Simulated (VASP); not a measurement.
# Al2Cu (P4/mmm) in VASP: a series of runs

Runs on Al2Cu. Level: PBEsol. Tasks: single point.

All numbers are computed with VASP 6.6.1; they aren't measurements. Logs are shortened: lines on timing, memory, paths and dates and some standing lists are left out, and cuts for length are marked.

## (1) The cell of the first run

Symmetry: P4/mmm, No. 123, tetragonal system. Conventional cell: a = 4.105 Å, b = 4.105 Å, c = 2.891 Å, α = 90.00°, β = 90.00°, γ = 90.00°. Al (site symmetry mmm) has 4 Cu at 2.51 Å and 6 Al at 2.89 to 2.90 Å within 3.3 Å. Cu (site symmetry 4/mmm) has 8 Al at 2.51 Å and 2 Cu at 2.89 Å within 3.3 Å.

## (2) Single point, PBEsol

INCAR reads:

```
SYSTEM = Al2Cu
  PREC = Accurate
  ENCUT = 520
  EDIFF = 1E-6
  ISMEAR = 0
  SIGMA = 0.1
  LREAL = .FALSE.
  LASPH = .TRUE.
  NELM = 100
  ALGO = Fast
  ISIF = 2
  LWAVE = .FALSE.
  LCHARG = .FALSE.
  GGA = PS
  NBANDS = 16
```

KPOINTS reads:

```
regular mesh
0
G
  14 14 18
  0 0 0
```

POSCAR reads:

```
Al2Cu
1.0
    4.1051820000      0.0000000000      0.0000000000
    0.0000000000      4.1051820000      0.0000000000
    0.0000000000      0.0000000000      2.8913130000
Al Cu
2 1
Direct
    0.5000000000      0.0000000000      0.5000000000
    0.0000000000      0.5000000000      0.5000000000
    0.0000000000      0.0000000000      0.0000000000
```

Potentials or basis: VASP PAW PBE potentials, release 64 (Al, Cu).

Command:

```console
$ cat potpaw_PBE.64/Al/POTCAR potpaw_PBE.64/Cu/POTCAR > POTCAR
$ mpirun -np 1 vasp_std > vasp.out
```

OUTCAR:

```text
SYSTEM = Al2Cu
   PREC = Accurate
   ENCUT = 520
   EDIFF = 1E-6
   ISMEAR = 0
   LREAL = .FALSE.
   LASPH = .TRUE.
   NELM = 100
   ISIF = 2
   GGA = PS

 ion  position               nearest neighbor table
   1  0.500  0.000  0.500-   3 2.51   3 2.51   3 2.51   3 2.51   2 2.90   2 2.90   2 2.90   2 2.90

   2  0.000  0.500  0.500-   3 2.51   3 2.51   3 2.51   3 2.51   1 2.90   1 2.90   1 2.90   1 2.90

   3  0.000  0.000  0.000-   1 2.51   2 2.51   1 2.51   2 2.51   2 2.51   2 2.51   1 2.51   1 2.51

  LATTYP: Found a simple tetragonal cell.
 ALAT       =     4.1051820000
 C/A-ratio  =     0.7043081159

  Lattice vectors:

 A1 = (   4.1051820000,   0.0000000000,   0.0000000000)
 A2 = (   0.0000000000,   4.1051820000,   0.0000000000)
 A3 = (   0.0000000000,   0.0000000000,   2.8913130000)

Analysis of symmetry for initial positions (statically):
=====================================================================
 Subroutine PRICEL returns:
 Original cell was already a primitive cell.

 Routine SETGRP: Setting up the symmetry group for a
 simple tetragonal supercell.

 Subroutine GETGRP returns: Found 16 space group operations
 (whereof 16 operations were pure point group operations)
 out of a pool of 16 trial point group operations.

The static configuration has the point symmetry D_4h.

Analysis of symmetry for dynamics (positions and initial velocities):
=====================================================================
 Subroutine PRICEL returns:
 Original cell was already a primitive cell.

 Routine SETGRP: Setting up the symmetry group for a
 simple tetragonal supercell.

 Subroutine GETGRP returns: Found 16 space group operations
 (whereof 16 operations were pure point group operations)
 out of a pool of 16 trial point group operations.

The dynamic configuration has the point symmetry D_4h.

 Subroutine INISYM returns: Found 16 space group operations
 (whereof 16 operations are pure point group operations),
 and found     1 'primitive' translations

----------------------------------------------------------------------------------------

                                     Primitive cell

  volume of cell :      48.7259

  direct lattice vectors                    reciprocal lattice vectors
     4.105182000  0.000000000  0.000000000     0.243594559  0.000000000  0.000000000
     0.000000000  4.105182000  0.000000000     0.000000000  0.243594559  0.000000000
     0.000000000  0.000000000  2.891313000     0.000000000  0.000000000  0.345863627

  length of vectors
     4.105182000  4.105182000  2.891313000     0.243594559  0.243594559  0.345863627

  position of ions in fractional coordinates (direct lattice)
     0.500000000  0.000000000  0.500000000
     0.000000000  0.500000000  0.500000000
     0.000000000  0.000000000  0.000000000

  ion indices of the primitive-cell ions
   primitive index   ion index
                 1           1
                 2           2
                 3           3

----------------------------------------------------------------------------------------

 KPOINTS: regular mesh

Automatic generation of k-mesh.
 Grid dimensions read from file:
 generate k-points for:   14   14   18

 Generating k-lattice:

  Cartesian coordinates                     Fractional coordinates (reciprocal lattice)
     0.017399611  0.000000000  0.000000000     0.071428571  0.000000000  0.000000000
     0.000000000  0.017399611  0.000000000     0.000000000  0.071428571  0.000000000
     0.000000000  0.000000000  0.019214646     0.000000000  0.000000000  0.055555556

  Length of vectors
     0.017399611  0.017399611  0.019214646

  Shift w.r.t. Gamma in fractional coordinates (k-lattice)
     0.000000000  0.000000000  0.000000000

 Subroutine IBZKPT returns following result:
 ===========================================

 Found    360 irreducible k-points:

 Following reciprocal coordinates:
            Coordinates               Weight
  0.000000  0.000000  0.000000      1.000000
  0.071429  0.000000  0.000000      4.000000
  0.142857  0.000000  0.000000      4.000000
  0.214286  0.000000  0.000000      4.000000
  0.285714  0.000000  0.000000      4.000000
  0.357143  0.000000  0.000000      4.000000
[... 16 lines left out ...]
  0.285714  0.214286  0.000000      8.000000
  0.357143  0.214286  0.000000      8.000000
 [... further k-points ...]
   k-points           NKPTS =    360   k-points in BZ     NKDIM =    360   number of bands    NBANDS=     16
   number of dos      NEDOS =    301   number of ions     NIONS =      3
   total plane-waves  NPLWV =  24576
   dimension x,y,z NGX =    32 NGY =   32 NGZ =   24
   dimension x,y,z NGXF=    64 NGYF=   64 NGZF=   48
   ions per type =               2   1
   NGX,Y,Z   is equivalent  to a cutoff of  12.96, 12.96, 13.80 a.u.
   NGXF,Y,Z  is equivalent  to a cutoff of  25.92, 25.92, 27.60 a.u.
 SYSTEM =  Al2Cu
   PREC   = accura    normal or accurate (medium, high low for compatibility)
   ISTART =      0    job   : 0-new  1-cont  2-samecut
   ICHARG =      2    charge: 1-file 2-atom 10-const
   ISPIN  =      1    spin polarized calculation?
   LNONCOLLINEAR =      F non collinear calculations
   LSORBIT =      F    spin-orbit coupling
   LASPH  =      T    aspherical Exc in radial PAW
   ENCUT  =  520.0 eV  38.22 Ry    6.18 a.u.   7.63  7.63  5.38*2*pi/ulx,y,z
   NELM   =    100;   NELMIN=  2; NELMDL= -5     # of ELM steps
   EDIFF  = 0.1E-05   stopping-criterion for ELM
   LREAL  =      F    real-space projection
   EDIFFG = 0.1E-04   stopping-criterion for IOM
   NSW    =      0    number of steps for IOM
   IBRION =     -1    ionic relax: 0-MD 1-quasi-New 2-CG
   NFREE  =      0    steps in history (QN), initial steepest desc. (CG)
   ISIF   =      2    stress and relaxation
   ISYM   =      2    0-nonsym 1-usesym 2-fastsym
   POTIM  = 0.5000    time-step for ionic-motion
   TEBEG  =    0.0;   TEEND  =   0.0 temperature during run
   PSTRESS=    0.0 pullay stress
   NELECT =      17.0000    total number of electrons
   NUPDOWN=      -1.0000    fix difference up-down
   EMIN   =  10.00;   EMAX   =-10.00  energy-range for DOS
   EFERMI =   0.00;   METHOD = LEGACY
   ISMEAR =     0;   SIGMA  =   0.10  broadening in eV -4-tet -1-fermi 0-gaus
   EFERMI_NEDOS =   21; number of points for ismear=-14 and -15
   IALGO  =     68    algorithm
   IMIX   =      4    mixing-type and parameters
     AMIX     =   0.40;   BMIX     =  1.00
     AMIX_MAG =   1.60;   BMIX_MAG =  1.00
  volume/ion in A,a.u.               =      16.24       109.61
  Fermi-wavevector in a.u.,A,eV,Ry     =   1.152492  2.177894 18.071765  1.328237
  Thomas-Fermi vector in A             =   2.289142
   LORBIT       =      0    0 simple, 1 ext, 2 COOP (PROOUT), +10 PAW based schemes
   GGA     = PS    functional components
   LHFCALC =     F    Hartree Fock is set to
   AEXX    =    0.0000 exact exchange contribution
   IVDW    =     0    specifies the selected vdW correction
   LEPSILON=     F    determine dielectric tensor
   LRPA    =     F    only Hartree local field effects (RPA)
 non-spin polarized calculation
 RMM-DIIS sequential band-by-band and
 Gauss-broadening in eV      SIGMA  =   0.10
  energy-cutoff  :      520.00
  volume of cell :       48.73
 maximum number of plane-waves:      1339
 NGX is ok and might be reduce to    32
   NGX = 15   NGY = 15   NGZ = 11

 number of electron      16.9999979 magnetization

 Free energy of the ion-electron system (eV)
  ---------------------------------------------------
  ext. energy  EPLUGINS =         0.00000000
  ---------------------------------------------------
  free energy    TOTEN  =       -12.56001754 eV

  energy without entropy =      -12.55579552  energy(sigma->0) =      -12.55790653

 E-fermi :   7.0213     XC(G=0): -10.4870

 val. band max:        7.0018184006   @ k =   0.0000   0.0000   0.0556
 cond. band min:       7.0244240974   @ k =   0.4286   0.4286   0.5000
 fundamental gap:      0.0226056968
 Fermi energy:         7.0212763933

 k-point     1 :       0.0000    0.0000    0.0000
  band No.  band energies     occupation
      1      -3.4645      2.00000
      2       1.6589      2.00000
      3       2.1681      2.00000
      4       2.8250      2.00000
      5       3.0099      2.00000
      6       3.0099      2.00000
[... 8 lines left out ...]
     15      14.1774      0.00000
     16      19.4264      0.00000

 k-point     2 :       0.0714    0.0000    0.0000
  band No.  band energies     occupation
      1      -3.4214      2.00000
      2       1.6366      2.00000
      3       2.1579      2.00000
      4       2.8117      2.00000
      5       3.0083      2.00000
      6       3.0101      2.00000
[... 8 lines left out ...]
     15      14.8984      0.00000
     16      19.2662      0.00000

 k-point     3 :       0.1429    0.0000    0.0000
  band No.  band energies     occupation
      1      -3.2932      2.00000
      2       1.5385      2.00000
      3       2.1292      2.00000
      4       2.7766      2.00000
      5       3.0037      2.00000
      6       3.0108      2.00000
[... 8 lines left out ...]
     15      16.0885      0.00000
     16      18.8005      0.00000

 k-point     4 :       0.2143    0.0000    0.0000
  band No.  band energies     occupation
      1      -3.0827      2.00000
      2       1.2721      2.00000
      3       2.0979      2.00000
      4       2.7307      2.00000
      5       2.9972      2.00000
      6       3.0118      2.00000
[... 8 lines left out ...]
     15      17.3803      0.00000
     16      18.1923      0.00000
[... 324 lines left out ...]
 k-point    22 :       0.2143    0.2143    0.0000
  band No.  band energies     occupation
      1      -2.6995      2.00000
      2       1.2949      2.00000
      3       1.8589      2.00000
      4       2.5760      2.00000
      5       2.9987      2.00000
      6       3.0001      2.00000
[... 8 lines left out ...]
     15      17.7460      0.00000
     16      18.1052      0.00000

 k-point    23 :       0.2857    0.2143    0.0000
  band No.  band energies     occupation
      1      -2.4118      2.00000
      2       1.0141      2.00000
      3       1.8019      2.00000
      4       2.5191      2.00000
      5       2.9924      2.00000
      6       3.0008      2.00000
[... 8 lines left out ...]
     15      17.7283      0.00000
     16      18.3056      0.00000

 k-point    24 :       0.3571    0.2143    0.0000
  band No.  band energies     occupation
      1      -2.0635      2.00000
      2       0.5055      2.00000
      3       1.8647      2.00000
      4       2.4774      2.00000
      5       2.8684      2.00000
      6       2.9861      2.00000
[... 8 lines left out ...]
     15      17.1934      0.00000
     16      18.8481      0.00000

 [... further k-points ...]
[... 5 lines left out ...]
  --------------------------------------------------------------------------------------
  -------------------------------------------------------------------------------------
  Total       -0.6023291     -0.6023291     -0.9496386      0.0000000      0.0000000      0.0000000
  in kB      -19.8054411    -19.8054411    -31.2254720      0.0000000      0.0000000      0.0000000
  external PRESSURE =     -23.6121180 kB  Pullay stress =       0.0000000 kB

 VOLUME and BASIS-vectors are now :
 -----------------------------------------------------------------------------
  energy-cutoff  :      520.00
  volume of cell :       48.73
      direct lattice vectors                 reciprocal lattice vectors
     4.105182000  0.000000000  0.000000000     0.243594559  0.000000000  0.000000000
     0.000000000  4.105182000  0.000000000     0.000000000  0.243594559  0.000000000
     0.000000000  0.000000000  2.891313000     0.000000000  0.000000000  0.345863627

 POSITION                                       TOTAL-FORCE (eV/Angst)
 -----------------------------------------------------------------------------------
      2.05259      0.00000      1.44566         0.000000      0.000000      0.000000
      0.00000      2.05259      1.44566         0.000000      0.000000      0.000000
      0.00000      0.00000      0.00000         0.000000      0.000000      0.000000
 -----------------------------------------------------------------------------------
    total drift:                                0.000000     -0.000000      0.000000

  FREE ENERGIE OF THE ION-ELECTRON SYSTEM (eV)
  ---------------------------------------------------
  free  energy   TOTEN  =       -12.5600175359 eV

  energy  without entropy=      -12.5557955218  energy(sigma->0) =      -12.55790653
```

Run time: 6.5 min. Hardware: 1 thread of Intel Xeon Platinum 8488C (Sapphire Rapids), shared host; peak memory 0.37 GiB.

Results:

```
Free energy : -12.5600 eV
Pressure    : -2.4 GPa
```

Stress tensor (GPa, compression positive):
```
-1.98  0.00  0.00
 0.00 -1.98  0.00
 0.00  0.00 -3.12
```

Levels at points of the mesh, in eV from the Fermi level:
```tsv
k point	band 5	band 6	band 7	band 8	band 9	band 10	band 11	band 12	band 13	band 14
(0.00, 0.00, 0.00)	-4.01	-4.01	-2.33	-2.33	-0.05	0.91	5.98	6.20	6.20	7.08
(0.50, 0.00, 0.00)	-4.27	-4.04	-4.01	-1.02	1.60	1.78	1.95	7.37	8.39	9.22
(0.50, 0.50, 0.00)	-4.32	-4.15	-4.04	-4.04	-2.39	8.57	8.57	9.29	9.90	10.13
(0.00, 0.00, 0.50)	-4.72	-4.02	-2.98	2.56	2.56	2.56	2.78	2.78	3.15	3.66
(0.50, 0.00, 0.50)	-4.10	-4.08	-3.01	-2.45	-1.67	3.69	4.02	4.39	4.97	6.02
(0.50, 0.50, 0.50)	-3.86	-3.45	-2.21	-2.21	-0.86	-0.86	-0.05	-0.05	2.42	11.62
```

Caveat: the PAW data sets were made with another functional, which shifts forces and pressure a little.

(Continued in part 2 of 2.)
